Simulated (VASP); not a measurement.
# Mg4O4 in VASP: single point with PBE

Aim: the single point of Mg4O4 with PBE.

Program: VASP 6.6.1. These are calculated values, not measurements. Logs are shortened: lines on timing, memory, paths and dates and some standing lists are left out, and cuts for length are marked.

### 1 The cell of the first run

The cell holds a cluster in a box, 8 atoms: a = 11.800 Å, b = 11.700 Å, c = 12.200 Å, α = 90.00°, β = 90.00°, γ = 90.00°.

### 2 Single point, PBE, collinear spin, ferromagnetic start

File INCAR:

```
PREC = Accurate
ENCUT = 620
EDIFF = 1E-6
ISMEAR = 0
SIGMA = 0.05
LREAL = False
LASPH = True
NELM = 200
ALGO = Normal
ISIF = 2
LWAVE = False
LCHARG = True
ISPIN = 2
MAGMOM = 0.4 0.4 0.4 0.4 0.4 0.4 0.4 0.4
LORBIT = 11
GGA = PE
LELF = True
LVHAR = True
NBANDS = 46
GGA_COMPAT = False
```

File KPOINTS:

```
Automatic mesh
0
Gamma
  1 1 1
```

File POSCAR:

```
MgO
1.0
   11.8000000000      0.0000000000      0.0000000000
    0.0000000000     11.7000000000      0.0000000000
    0.0000000000      0.0000000000     12.2000000000
Mg O
4 4
Direct
    0.4998086077      0.4587021362      0.6307785768
    0.3710758124      0.4667064720      0.4551822640
    0.5589108468      0.3462425371      0.4533909071
    0.5684915784      0.5704105026      0.4562235789
    0.4994412547      0.4625252498      0.3523936667
    0.4231993447      0.3386077075      0.5460472813
    0.6422850176      0.4536293107      0.5471803945
    0.4338890035      0.5873403281      0.5492064841
```

Potentials or basis: VASP PAW PBE potentials, release 64 (Mg_sv, O).

Command:

```sh
$ cat potpaw_PBE.64/Mg_sv/POTCAR potpaw_PBE.64/O/POTCAR > POTCAR
$ mpirun -np 1 vasp_gam > vasp.out
```

OUTCAR:

```text
PREC = Accurate
   ENCUT = 620
   EDIFF = 1E-6
   ISMEAR = 0
   LREAL = False
   LASPH = True
   NELM = 200
   ISIF = 2
   ISPIN = 2
   LORBIT = 11
   GGA = PE

 ion  position               nearest neighbor table
   1  0.500  0.459  0.631-   6 1.96   8 1.96   7 1.97
   2  0.371  0.467  0.455-   6 1.96   8 1.96   5 1.97
   3  0.559  0.346  0.453-   6 1.96   7 1.96   5 1.97
   4  0.568  0.570  0.456-   8 1.96   7 1.96   5 1.97
   5  0.499  0.463  0.352-   3 1.97   4 1.97   2 1.97
   6  0.423  0.339  0.546-   3 1.96   2 1.96   1 1.96
   7  0.642  0.454  0.547-   3 1.96   4 1.96   1 1.97
   8  0.434  0.587  0.549-   4 1.96   2 1.96   1 1.96

  LATTYP: Found a simple orthorhombic cell.
 ALAT       =    11.7000000000
 B/A-ratio  =     1.0085470085
 C/A-ratio  =     1.0427350427

  Lattice vectors:

 A1 = (   0.0000000000, -11.7000000000,   0.0000000000)
 A2 = (  11.8000000000,   0.0000000000,   0.0000000000)
 A3 = (   0.0000000000,   0.0000000000,  12.2000000000)

Analysis of symmetry for initial positions (statically):
=====================================================================
 Subroutine PRICEL returns:
 Original cell was already a primitive cell.

 Routine SETGRP: Setting up the symmetry group for a
 simple orthorhombic supercell.

 Subroutine GETGRP returns: Found  1 space group operations
 (whereof  1 operations were pure point group operations)
 out of a pool of  8 trial point group operations.

The static configuration has the point symmetry C_1 .

Analysis of symmetry for dynamics (positions and initial velocities):
=====================================================================
 Subroutine PRICEL returns:
 Original cell was already a primitive cell.

 Routine SETGRP: Setting up the symmetry group for a
 simple orthorhombic supercell.

 Subroutine GETGRP returns: Found  1 space group operations
 (whereof  1 operations were pure point group operations)
 out of a pool of  8 trial point group operations.

The dynamic configuration has the point symmetry C_1 .

Analysis of structural, dynamic, and magnetic symmetry:
=====================================================================
 Subroutine PRICEL returns:
 Original cell was already a primitive cell.

 Routine SETGRP: Setting up the symmetry group for a
 simple orthorhombic supercell.

 Subroutine GETGRP returns: Found  1 space group operations
 (whereof  1 operations were pure point group operations)
 out of a pool of  8 trial point group operations.

The overall configuration has the point symmetry C_1 .

 Subroutine INISYM returns: Found  1 space group operations
[... 131 lines left out ...]
  ---------------------------------------------------
  free energy    TOTEN  =       -36.87403452 eV

  energy without entropy =      -36.87403452  energy(sigma->0) =      -36.87403452

 E-fermi :  -4.1802     XC(G=0):  -1.2432

 val. band max:       -4.5340412388   @ k =   0.0000   0.0000   0.0000
 cond. band min:      -2.1992586599   @ k =   0.0000   0.0000   0.0000
 fundamental gap:      2.3347825789
 Fermi energy:        -4.1801852781

 spin component 1

 k-point     1 :       0.0000    0.0000    0.0000
  band No.  band energies     occupation
      1     -78.2859      1.00000
      2     -78.2746      1.00000
      3     -78.2703      1.00000
      4     -78.2683      1.00000
      5     -45.2100      1.00000
      6     -45.1207      1.00000
[... 36 lines left out ...]
     43       1.2701      0.00000
     44       1.4301      0.00000
 Fermi energy:        -4.1801852781

 spin component 2

 k-point     1 :       0.0000    0.0000    0.0000
  band No.  band energies     occupation
      1     -78.2859      1.00000
      2     -78.2746      1.00000
      3     -78.2703      1.00000
      4     -78.2683      1.00000
      5     -45.2100      1.00000
      6     -45.1207      1.00000
[... 36 lines left out ...]
     43       1.2752      0.00000
     44       1.4340      0.00000
 [bands above 44 left out]

------------------------ aborting loop because EDIFF is reached ----------------------------------------

  FORCE on cell =-STRESS in cart. coord.  units (eV):
  Direction    XX          YY          ZZ          XY          YZ          ZX
  --------------------------------------------------------------------------------------
  -------------------------------------------------------------------------------------
  Total       -0.1452880     -0.0494341     -0.1657147     -0.0083153     -0.0055512      0.0147131
  in kB       -0.1382015     -0.0470229     -0.1576319     -0.0079097     -0.0052805      0.0139955
  external PRESSURE =      -0.1142854 kB  Pullay stress =       0.0000000 kB

 VOLUME and BASIS-vectors are now :
 -----------------------------------------------------------------------------
  energy-cutoff  :      620.00
  volume of cell :     1684.33
      direct lattice vectors                 reciprocal lattice vectors
    11.800000000  0.000000000  0.000000000     0.084745763  0.000000000  0.000000000
     0.000000000 11.700000000  0.000000000     0.000000000  0.085470085  0.000000000
     0.000000000  0.000000000 12.200000000     0.000000000  0.000000000  0.081967213

 POSITION                                       TOTAL-FORCE (eV/Angst)
 -----------------------------------------------------------------------------------
      5.89774      5.36681      7.69550         0.000255     -0.000523      0.100629
      4.37869      5.46047      5.55322        -0.092022      0.005870     -0.033240
      6.59515      4.05104      5.53137         0.040037     -0.084732     -0.037061
      6.70820      6.67380      5.56593         0.050388      0.077845     -0.034884
      5.89341      5.41155      4.29920        -0.002278      0.002644     -0.057984
      4.99375      3.96171      6.66178        -0.024817     -0.049261      0.022116
      7.57896      5.30746      6.67560         0.052805     -0.000238      0.021093
      5.11989      6.87188      6.70032        -0.024368      0.048396      0.019330
 -----------------------------------------------------------------------------------
    total drift:                                0.005804     -0.000085      0.003618

  FREE ENERGIE OF THE ION-ELECTRON SYSTEM (eV)
  ---------------------------------------------------
  free  energy   TOTEN  =       -36.8740345195 eV

  energy  without entropy=      -36.8740345195  energy(sigma->0) =      -36.87403452

 total charge

# of ion       s       p       d       tot
------------------------------------------
    1        2.093   6.005   0.039   8.137
    2        2.093   6.005   0.039   8.138
    3        2.094   6.006   0.039   8.139
    4        2.094   6.006   0.039   8.139
    5        1.549   3.456   0.000   5.005
    6        1.549   3.457   0.000   5.006
    7        1.549   3.456   0.000   5.005
    8        1.549   3.457   0.000   5.006
--------------------------------------------------
tot         14.570  37.848   0.157  52.575

 magnetization (x)

# of ion       s       p       d       tot
------------------------------------------
    1       -0.000  -0.000   0.000  -0.000
    2        0.000   0.000   0.000   0.000
    3        0.000   0.000  -0.000   0.000
    4        0.000   0.000  -0.000   0.000
    5        0.000  -0.000   0.000  -0.000
    6        0.000   0.000   0.000   0.000
    7        0.000   0.000   0.000   0.000
    8        0.000   0.000   0.000   0.000
--------------------------------------------------
tot          0.000   0.000  -0.000   0.000
```

stdout:

```text
POSCAR found type information on POSCAR MgO
 POSCAR found :  2 types and       8 ions
 scaLAPACK will be used
 LDA part: xc-table for (Slater+PW92), standard interpolation
 POSCAR, INCAR and KPOINTS ok, starting setup
 FFT: planning ... GRIDC
 FFT: planning ... GRID_SOFT
 FFT: planning ... GRID
 WAVECAR not read
 entering main loop
```

Wall time 15 min (1 thread of Intel Xeon Platinum 8488C (Sapphire Rapids), shared host); peak memory 2.1 GiB.

What came out:

```yaml
Free_energy: -36.8740 eV
Largest_force: 0.101 eV/Å
Gap_between_the_frontier_levels: 2.33 eV
Net_moment: 0.00 μB per cell
Valence_electrons_inside_the_program's_atomic_spheres: Mg 8.14; O 5.00, 5.01 (each value once)
```

Forces on the atoms (eV/Å):
```
Mg   0.000 -0.001  0.101
Mg  -0.092  0.006 -0.033
Mg   0.040 -0.085 -0.037
Mg   0.050  0.078 -0.035
O   -0.002  0.003 -0.058
O   -0.025 -0.049  0.022
O    0.053  0.000  0.021
O   -0.024  0.048  0.019
```

Levels at points of the mesh, in eV from the valence-band top:
Spin up:
```tsv
k point	band 28	band 29	band 30	band 31	band 32	band 33	band 34	band 35	band 36	band 37
(0.00, 0.00, 0.00)	-0.38	-0.37	-0.02	-0.01	0.00	2.33	3.53	3.55	3.57	4.92
```
Spin down:
```tsv
k point	band 29	band 30	band 31	band 32	band 33	band 34	band 35	band 36
(0.00, 0.00, 0.00)	-0.37	-0.02	-0.01	0.00	2.33	3.53	3.55	3.57
```
